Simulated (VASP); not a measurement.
A run of VASP 6.6.1 is set up as follows.

File INCAR:

```
SYSTEM = CdS
PREC = Accurate
ENCUT = 500
EDIFF = 1E-6
ISMEAR = 0
SIGMA = 0.01
LREAL = .FALSE.
LASPH = .TRUE.
NELM = 120
ALGO = Normal
ISIF = 2
LWAVE = .FALSE.
LCHARG = .FALSE.
GGA = PE
NBANDS = 16
GGA_COMPAT = .FALSE.
```

The input KPOINTS:

```
Automatic mesh
0
G
  4 4 4
  0 0 0
```

File POSCAR:

```
CdS
1.0
    0.0000000000      2.9392148430      2.9979991399
    2.9392148430      0.0000000000      2.9979991399
    2.9392148430      2.9392148430      0.0000000000
Cd S
1 1
Direct
    0.0000000000      0.0000000000      0.0000000000
    0.2500000000      0.2500000000      0.2500000000
```

Potentials or basis: VASP PAW PBE potentials, release 64 (Cd, S).

Command:

```console
$ cat potpaw_PBE.64/Cd/POTCAR potpaw_PBE.64/S/POTCAR > POTCAR
$ mpirun -np 1 vasp_std > vasp.out
```

(1) Predict the band gap on the k mesh.

(2) Predict the pressure.

## Answers

(1) 1.02 eV.

(2) 0.7 GPa.

Caveat: the k points lie up to 0.46 Å⁻¹ apart; the cell differs from its parent crystal (uniaxial z strain +2.0%).
